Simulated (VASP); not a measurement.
The system is TePb.

```
Pb Te
1.0
     0.00000    3.22000    3.22000
     3.22000    0.00000    3.22000
     3.22000    3.22000    0.00000
Pb Te
1 1
Direct
  0.00000 0.00000 0.00000
  0.50000 0.50000 0.50000
```

Base run:

| Property | Result |
| --- | --- |
| Program | VASP 6.6.1 |
| Functional | r2SCAN |
| Potentials or basis | VASP PAW PBE potentials, release 64 (Pb_d, Te) |
| Cutoff | 520 eV |
| k mesh | 7 × 7 × 7 |
| Occupations | fermi-dirac, width 0.05 eV |
| Spin | no spin polarisation |

Its results: pressure 2.0 GPa.

Question: The run is repeated on the same cell with these changes: functional from r2SCAN to PBEsol. What comes out?

Answer: Pressure 0.0 GPa.

Caveats: the PAW data sets were made with another functional, which shifts forces and pressure a little.
